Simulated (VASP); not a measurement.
Wanted: the native input for a VASP 6.6.1 run.

| Item | Value |
| --- | --- |
| Task | single point |
| Functional | PBE |
| Potentials or basis | VASP PAW PBE potentials, release 64 (Ta_pv, N, Al) |
| Cutoff | 520 eV |
| k mesh | 4 × 4 × 4 |
| Occupations | methfessel-paxton, width 0.1 eV |
| Spin | no spin polarisation |
| Dipole correction | no |
| Further INCAR settings | ALGO = Normal; EDIFF = 1e-06; NBANDS = 80 |

The structure of Ta8AlN8 (a cell with a defect) lies in POSCAR:

```
Ta8AlN8
1.0
    0.0000000000      4.4157308800      4.4157308800
    4.4157308800      0.0000000000      4.4157308800
    4.4157308800      4.4157308800      0.0000000000
Ta N Al
8 8 1
Direct
    0.2249026327      0.1360423713      0.1653629988
    0.2555283668      0.3535843878      0.7180581394
    0.2649347371      0.6993063173      0.2457505970
    0.2595063040      0.7670211551      0.7379897210
    0.7384241904      0.2635807144      0.2447659356
    0.7184406356      0.2450213859      0.8085516525
    0.7292630795      0.7964782265      0.2763097510
    0.8037053427      0.7508672041      0.7317469266
    0.0116546958      0.0001770941     -0.0013850482
   -0.0429771436      0.0569759586      0.5319519155
   -0.0159460578      0.5312913227      0.0206324847
   -0.0392234048      0.5009277196      0.5178060127
    0.5689546234     -0.0761240911      0.0010570164
    0.5114816916      0.0084014404      0.5696634529
    0.5343593312      0.5477414874     -0.0491504138
    0.5426998531      0.5123035261      0.4868714961
    0.2794300725      0.2523919664      0.3996516201
```

One way to write it, as run:

INCAR

```
PREC = Accurate
ENCUT = 520
EDIFF = 1E-6
ISMEAR = 1
SIGMA = 0.1
LREAL = F
LASPH = T
NELM = 120
ALGO = Normal
ISIF = 2
LWAVE = F
LCHARG = F
GGA = PE
NBANDS = 80
GGA_COMPAT = F
```

KPOINTS

```
regular mesh
0
Gamma
  4 4 4
```

Potentials or basis: VASP PAW PBE potentials, release 64 (Ta_pv, N, Al).

Launch:

```console
$ cat potpaw_PBE.64/Ta_pv/POTCAR potpaw_PBE.64/N/POTCAR potpaw_PBE.64/Al/POTCAR > POTCAR
$ mpirun -np 1 vasp_std > vasp.out
```

Results of the run:

```json
{
  "Pressure": "52.7 GPa",
  "Largest force": "0.093 eV/Å",
  "Band gap on the k mesh": "zero (an odd number of electrons rules out a gap without spin polarisation)"
}
```

Caveat: spin-orbit coupling is left out, which moves the levels of the heavy elements.

Run time: 20 min on 1 thread of AMD EPYC 7R13, with other jobs on the host, peak memory 0.52 GiB.
